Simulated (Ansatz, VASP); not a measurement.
Two plane-wave programs on Sb

```xyz
2
Lattice="0.0000 3.5318 3.5318 3.5318 0.0000 3.5318 3.5318 3.5318 0.0000" Properties=species:S:1:pos:R:3 pbc="T T T"
Sb    0.8830    0.8830    0.8830
Sb    6.1807    6.1807    6.1807
```

Alike in both runs: task single point; functional BLYP; k mesh 9 × 9 × 9; occupations fermi-dirac, width 0.1 eV; no spin polarisation.

```csv
,VASP,Ansatz
version,VASP 6.6.1,Ansatz 0.2.0
potentials or method,"VASP PAW PBE potentials, release 64 (Sb), cutoff 520 eV","plane waves (420 eV) with PAW, scalar-relativistic"
valence electrons in the cell,10,30
```

VASP gave:

- pressure (GPa): 1.3

Task: What did Ansatz give for the same quantities?

Result: Pressure (GPa): 1.2.

VASP's potentials were made for PBE, not for BLYP. The functional is the same, so the differences come from potentials, cutoffs and numerics. VASP's potentials hold 10 valence electrons a cell and Ansatz's 30, so a difference there can come from the potentials and not from the codes.

Neither program's run includes spin-orbit coupling.
